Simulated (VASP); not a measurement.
# SiC (R-3m) in VASP: a series of runs

The runs below take SiC through single point, with PBE, r2SCAN.

Everything below comes from runs of VASP 6.6.1. Logs are shortened: lines on timing, memory, paths and dates and some standing lists are left out, and cuts for length are marked.

## (1) The cell of the first run

The structure is trigonal, space group R-3m (No. 166). The conventional cell has a = 3.158 Å, b = 3.158 Å, c = 16.340 Å, α = 90.00°, β = 90.00°, γ = 120.00°. Within 2.2 Å of C (site symmetry 3m) lie 1 C at 1.64 Å and 3 Si at 1.95 Å. Within 2.6 Å of Si (site symmetry 3m) lie 3 C at 1.95 Å and 1 Si at 2.43 Å.

## (2) Single point, PBE (volume changed by +6%)

The input, INCAR:

```
ALGO = Normal
EDIFF = 1E-6
ENCUT = 520
GGA = PE
ISIF = 2
ISMEAR = 0
LASPH = True
LCHARG = True
LELF = True
LREAL = False
LVHAR = True
LWAVE = False
NBANDS = 16
NELM = 100
PREC = Accurate
SIGMA = 0.01
```

The input, KPOINTS:

```
k-points
0
Gamma
  8 8 8
```

The input, POSCAR:

```
SiC
1.0
    1.5788798756      0.9115667212      5.4466544742
   -1.5788798756      0.9115667212      5.4466544742
    0.0000000000     -1.8231334424      5.4466544742
C Si
2 2
Direct
    0.4496676742      0.4496676742      0.4496676742
    0.5503323258      0.5503323258      0.5503323258
    0.9255061281      0.9255061281      0.9255061281
    0.0744938719      0.0744938719      0.0744938719
```

Potentials or basis: VASP PAW PBE potentials, release 64 (C, Si).

Started as:

```sh
> cat potpaw_PBE.64/C/POTCAR potpaw_PBE.64/Si/POTCAR > POTCAR
> mpirun -np 1 vasp_std > vasp.out
```

OUTCAR:

```text
EDIFF = 1E-6
   ENCUT = 520
   GGA = PE
   ISIF = 2
   ISMEAR = 0
   LASPH = True
   LREAL = False
   NELM = 100
   PREC = Accurate

 ion  position               nearest neighbor table
   1  0.450  0.450  0.450-   2 1.64   4 1.95   4 1.95   4 1.95
   2  0.550  0.550  0.550-   1 1.64   3 1.95   3 1.95   3 1.95
   3  0.926  0.926  0.926-   2 1.95   2 1.95   2 1.95   4 2.43
   4  0.074  0.074  0.074-   1 1.95   1 1.95   1 1.95   3 2.43

  LATTYP: Found a trigonal (rhomboedric) cell.
 ALAT       =     5.7436800494
 COS(alpha) =     0.8488710396

  Lattice vectors:

 A1 = (   1.5788798756,   0.9115667212,   5.4466544742)
 A2 = (  -1.5788798756,   0.9115667212,   5.4466544742)
 A3 = (   0.0000000000,  -1.8231334424,   5.4466544742)

Analysis of symmetry for initial positions (statically):
=====================================================================
 Subroutine PRICEL returns:
 Original cell was already a primitive cell.

 Routine SETGRP: Setting up the symmetry group for a
 trigonal (rhombohedral) supercell.

 Subroutine GETGRP returns: Found 12 space group operations
 (whereof 12 operations were pure point group operations)
 out of a pool of 12 trial point group operations.

The static configuration has the point symmetry D_3d.

Analysis of symmetry for dynamics (positions and initial velocities):
=====================================================================
 Subroutine PRICEL returns:
 Original cell was already a primitive cell.

 Routine SETGRP: Setting up the symmetry group for a
 trigonal (rhombohedral) supercell.

 Subroutine GETGRP returns: Found 12 space group operations
 (whereof 12 operations were pure point group operations)
 out of a pool of 12 trial point group operations.

The dynamic configuration has the point symmetry D_3d.

 Subroutine INISYM returns: Found 12 space group operations
 (whereof 12 operations are pure point group operations),
 and found     1 'primitive' translations

----------------------------------------------------------------------------------------

                                     Primitive cell

  volume of cell :      47.0347

  direct lattice vectors                    reciprocal lattice vectors
     1.578879876  0.911566721  5.446654474     0.316680203  0.182835401  0.061199647
    -1.578879876  0.911566721  5.446654474    -0.316680203  0.182835401  0.061199647
     0.000000000 -1.823133442  5.446654474     0.000000000 -0.365670801  0.061199647

[... 84 lines left out ...]
   LASPH  =      T    aspherical Exc in radial PAW
   ENCUT  =  520.0 eV  38.22 Ry    6.18 a.u.  10.68 10.68 10.68*2*pi/ulx,y,z
   NELM   =    100;   NELMIN=  2; NELMDL= -5     # of ELM steps
   EDIFF  = 0.1E-05   stopping-criterion for ELM
   LREAL  =      F    real-space projection
   EDIFFG = 0.1E-04   stopping-criterion for IOM
   NSW    =      0    number of steps for IOM
   IBRION =     -1    ionic relax: 0-MD 1-quasi-New 2-CG
   NFREE  =      0    steps in history (QN), initial steepest desc. (CG)
   ISIF   =      2    stress and relaxation
   ISYM   =      2    0-nonsym 1-usesym 2-fastsym
   POTIM  = 0.5000    time-step for ionic-motion
   TEBEG  =    0.0;   TEEND  =   0.0 temperature during run
   PSTRESS=    0.0 pullay stress
   NELECT =      16.0000    total number of electrons
   NUPDOWN=      -1.0000    fix difference up-down
   EMIN   =  10.00;   EMAX   =-10.00  energy-range for DOS
   EFERMI =   0.00;   METHOD = LEGACY
   ISMEAR =     0;   SIGMA  =   0.01  broadening in eV -4-tet -1-fermi 0-gaus
   EFERMI_NEDOS =   21; number of points for ismear=-14 and -15
   IALGO  =     38    algorithm
   IMIX   =      4    mixing-type and parameters
     AMIX     =   0.40;   BMIX     =  1.00
     AMIX_MAG =   1.60;   BMIX_MAG =  1.00
  volume/ion in A,a.u.               =      11.76        79.35
  Fermi-wavevector in a.u.,A,eV,Ry     =   1.142813  2.159604 17.769511  1.306022
  Thomas-Fermi vector in A             =   2.279510
   LORBIT       =      0    0 simple, 1 ext, 2 COOP (PROOUT), +10 PAW based schemes
   GGA     = PE    functional components
   LHFCALC =     F    Hartree Fock is set to
   AEXX    =    0.0000 exact exchange contribution
   IVDW    =     0    specifies the selected vdW correction
   LEPSILON=     F    determine dielectric tensor
   LRPA    =     F    only Hartree local field effects (RPA)
 non-spin polarized calculation
 Gauss-broadening in eV      SIGMA  =   0.01
  energy-cutoff  :      520.00
  volume of cell :       47.03
 maximum number of plane-waves:      1290
 NGX is ok and might be reduce to    48
   NGX = 21   NGY = 21   NGZ = 21

 number of electron      16.0000000 magnetization

 Free energy of the ion-electron system (eV)
  ---------------------------------------------------
  ext. energy  EPLUGINS =         0.00000000
  ---------------------------------------------------
  free energy    TOTEN  =       -28.70299065 eV

  energy without entropy =      -28.70299065  energy(sigma->0) =      -28.70299065

 E-fermi :   7.7647     XC(G=0): -10.8056

 val. band max:        7.6907970713   @ k =   0.0000   0.0000   0.0000
 cond. band min:       8.2180707689   @ k =   0.5000   0.5000  -0.0000
 fundamental gap:      0.5272736976
 Fermi energy:         7.7646683856

 k-point     1 :       0.0000    0.0000    0.0000
  band No.  band energies     occupation
      1      -8.2237      2.00000
      2      -4.5440      2.00000
      3      -1.4547      2.00000
      4       5.2071      2.00000
      5       5.2071      2.00000
      6       6.6535      2.00000
[... 433 lines left out ...]
      3      -0.0681      2.00000
      4       2.1067      2.00000
      5       4.3253      2.00000
      6       4.3833      2.00000
[... 8 lines left out ...]
     15      16.2436      0.00000
     16      16.7610      0.00000

 [... further k-points ...]
[... 5 lines left out ...]
  --------------------------------------------------------------------------------------
  -------------------------------------------------------------------------------------
  Total       -2.9306079     -2.9306079     -3.0819179      0.0000000     -0.0000000      0.0000000
  in kB      -99.8273780    -99.8273780   -104.9815590      0.0000000     -0.0000000      0.0000000
  external PRESSURE =    -101.5454383 kB  Pullay stress =       0.0000000 kB

 VOLUME and BASIS-vectors are now :
 -----------------------------------------------------------------------------
  energy-cutoff  :      520.00
  volume of cell :       47.03
      direct lattice vectors                 reciprocal lattice vectors
     1.578879876  0.911566721  5.446654474     0.316680203  0.182835401  0.061199647
    -1.578879876  0.911566721  5.446654474    -0.316680203  0.182835401  0.061199647
     0.000000000 -1.823133442  5.446654474     0.000000000 -0.365670801  0.061199647

 POSITION                                       TOTAL-FORCE (eV/Angst)
 -----------------------------------------------------------------------------------
      0.00000      0.00000      7.34755         0.000000      0.000000      0.039527
      0.00000      0.00000      8.99241         0.000000      0.000000     -0.039527
      0.00000      0.00000     15.12274         0.000000      0.000000     -0.241385
      0.00000      0.00000      1.21723         0.000000     -0.000000      0.241385
 -----------------------------------------------------------------------------------
    total drift:                                0.000000     -0.000000      0.000000

  FREE ENERGIE OF THE ION-ELECTRON SYSTEM (eV)
  ---------------------------------------------------
  free  energy   TOTEN  =       -28.7029906503 eV

  energy  without entropy=      -28.7029906503  energy(sigma->0) =      -28.70299065
```

OSZICAR:

```text
N       E                     dE             d eps       ncg     rms          rms(c)
DAV:   1     0.261141390183E+02    0.26114E+02   -0.68308E+03  2080   0.876E+02
DAV:   2    -0.284081692838E+02   -0.54522E+02   -0.49168E+02  2944   0.148E+02
DAV:   3    -0.311405318444E+02   -0.27324E+01   -0.27161E+01  2784   0.313E+01
DAV:   4    -0.311641334108E+02   -0.23602E-01   -0.23593E-01  2600   0.353E+00
DAV:   5    -0.311644134059E+02   -0.28000E-03   -0.27999E-03  2864   0.361E-01    0.995E+00
DAV:   6    -0.287552274419E+02    0.24092E+01   -0.39878E+00  2344   0.141E+01    0.466E+00
DAV:   7    -0.287248189418E+02    0.30409E-01   -0.90156E-01  2712   0.568E+00    0.232E+00
DAV:   8    -0.287031129458E+02    0.21706E-01   -0.41230E-02  2576   0.147E+00    0.637E-01
DAV:   9    -0.287027258322E+02    0.38711E-03   -0.86418E-03  2864   0.663E-01    0.119E-01
DAV:  10    -0.287029206564E+02   -0.19482E-03   -0.62374E-04  2504   0.177E-01    0.468E-02
DAV:  11    -0.287029864546E+02   -0.65798E-04   -0.98539E-05  2816   0.691E-02    0.188E-02
DAV:  12    -0.287029902334E+02   -0.37788E-05   -0.12718E-05  2744   0.245E-02    0.390E-03
DAV:  13    -0.287029906503E+02   -0.41691E-06   -0.10784E-06  1976   0.753E-03
   1 F= -.28702991E+02 E0= -.28702991E+02  d E =-.440414E-28
```

stdout:

```text
POSCAR found type information on POSCAR C Si
 POSCAR found :  2 types and       4 ions
 scaLAPACK will be used
 LDA part: xc-table for (Slater+PW92), standard interpolation
 POSCAR, INCAR and KPOINTS ok, starting setup
 FFT: planning ... GRIDC
 FFT: planning ... GRID_SOFT
 FFT: planning ... GRID
 WAVECAR not read
 entering main loop
```

Run time: 1.9 min. Hardware: 1 thread of Intel Xeon 6975P-C, shared host; peak memory 0.33 GiB.

Results:

* Free energy: -28.7030 eV
* Pressure: -10.2 GPa
* Largest force: 0.241 eV/Å
* Band gap on the k mesh: 0.53 eV, indirect (least direct gap 1.88 eV)

Forces in eV/Å, atoms in the order of the input:
```
C    0.000  0.000  0.040
C    0.000  0.000 -0.040
Si   0.000  0.000 -0.241
Si   0.000  0.000  0.241
```

 A k mesh can miss the band edges.

[end of part 1 of 2]
